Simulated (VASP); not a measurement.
Mg3Sb2: single point with PBE

Crystal: Mg3Sb2.

```xyz
5
Lattice="2.2904 3.9671 0.0000 -2.2904 3.9671 0.0000 0.0000 0.0000 7.2414" Properties=species:S:1:pos:R:3 pbc="T T T"
Mg    0.0000    0.0000    0.0000
Mg   -0.0002    2.6449    4.5621
Mg    0.0002    5.2894    2.6793
Sb   -0.0002    2.6449    1.7017
Sb    0.0002    5.2894    5.5397
```

```yaml
Program: VASP 6.6.1
Task: single point
Functional: PBE
Potentials_or_basis: VASP PAW PBE potentials, release 64 (Mg, Sb)
Cutoff: 520 eV
k_mesh: 9 × 9 × 5
Occupations: fermi-dirac, width 0.1 eV
Spin: no spin polarisation
Dipole_correction: no
k_mesh_for_the_DOS: 14 × 14 × 8
Occupations_for_the_DOS: tetrahedron
Further_INCAR_settings: ALGO = Normal; EDIFF = 1e-06; NBANDS = 16
```

- Valence electrons inside the program's atomic spheres: Mg 0.26, 0.35 (each value once); Sb 2.55

Levels at points of the mesh, in eV from the valence-band top:
```csv
k point,band 5,band 6,band 7,band 8,band 9,band 10,band 11,band 12
"(0.00, 0.00, 0.00)",-1.03,-0.31,-0.31,0.00,1.17,1.34,3.14,3.14
"(0.50, 0.00, 0.00)",-3.14,-2.21,-2.17,-0.82,0.54,2.06,2.13,2.89
"(0.00, 0.50, 0.00)",-3.14,-2.21,-2.17,-0.82,0.54,2.06,2.13,2.89
"(0.00, 0.00, 0.50)",-0.77,-0.77,-0.60,-0.60,1.87,1.96,2.83,2.83
"(0.50, 0.00, 0.50)",-1.68,-1.65,-1.61,-1.47,0.50,1.42,1.83,2.39
"(0.00, 0.50, 0.50)",-1.68,-1.65,-1.61,-1.47,0.50,1.42,1.83,2.39
```

Run time: 11 min on 1 thread of Intel(R) Xeon(R) Platinum 8488C (Sapphire Rapids), with other jobs on the host, peak memory 0.93 GiB.

Caveat: spin-orbit coupling is left out, which moves the levels of the heavy elements.
